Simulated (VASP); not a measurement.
Wanted: the native input for a VASP 6.6.1 run.

```
Task                   : relaxation of cell and atoms
Functional             : PBE
Potentials or basis    : VASP PAW PBE potentials, release 64 (Li_sv, Si, N)
Cutoff                 : 600 eV
k mesh                 : 14 × 14 × 4
Occupations            : gaussian, width 0.1 eV
Spin                   : no spin polarisation
Dipole correction      : no
Further INCAR settings : ALGO = Normal; EDIFF = 1e-06; IBRION = 2; EDIFFG = -0.01; NSW = 100; ISIF = 3
```

The structure of LiSi3N2 lies in POSCAR:

```
LiSi3N2
1.0
    2.6679279414      0.0000000000      0.0000000000
    0.0000000000      2.6679279414      0.0000000000
    0.0000000000      0.0000000000      9.5679379060
Li Si N
1 3 2
Direct
    0.0000000000      0.0000000000      0.0000000000
    0.5000000000      0.5000000000      0.2493607698
    0.5000000000      0.5000000000      0.5000000000
    0.5000000000      0.5000000000      0.7506392302
    0.0000000000      0.0000000000      0.2092902986
    0.0000000000      0.0000000000      0.7907097014
```

The cell was generated, and may not be a known phase.

One way to write it, as run:

INCAR

```
SYSTEM = LiSi3N2
PREC = Accurate ; ENCUT = 600
EDIFF = 1E-6 ; ISMEAR = 0
SIGMA = 0.1 ; LREAL = .FALSE.
LASPH = .TRUE. ; NELM = 80
ALGO = Normal ; ISIF = 3
LWAVE = .FALSE. ; LCHARG = .FALSE.
GGA = PE ; IBRION = 2
NSW = 100 ; EDIFFG = -0.01
```

KPOINTS

```
regular mesh
0
G
  14 14 4
  0 0 0
```

Potentials or basis: VASP PAW PBE potentials, release 64 (Li_sv, Si, N).

The run is started by

```sh
$ cat potpaw_PBE.64/Li_sv/POTCAR potpaw_PBE.64/Si/POTCAR potpaw_PBE.64/N/POTCAR > POTCAR
$ mpirun -np 1 vasp_std > vasp.out
```

It gave:

```
Relaxed volume                        : 11.32 Å³/atom
Relaxed cell                          : a = 2.666 Å, b = 2.666 Å, c = 9.557 Å, α = 90.00°, β = 90.00°, γ = 90.00°
Space group after relaxing (to 0.1 Å) : P4/mmm (No. 123)
Energy gained by relaxing             : 0.1 meV/atom
Ionic steps                           : 6
Pressure after relaxing               : 0.0 GPa
Band gap on the k mesh                : zero (an odd number of electrons rules out a gap without spin polarisation)
```

Caveat: the cutoff is under 1.25 times the usual one of these potentials, so pressure, stress and relaxed cells hold a basis-set (Pulay) error.

Wall time 3.6 min on 1 thread of Intel(R) Xeon(R) 6975P-C (Granite Rapids), with other jobs on the host, peak memory 0.3 GiB.
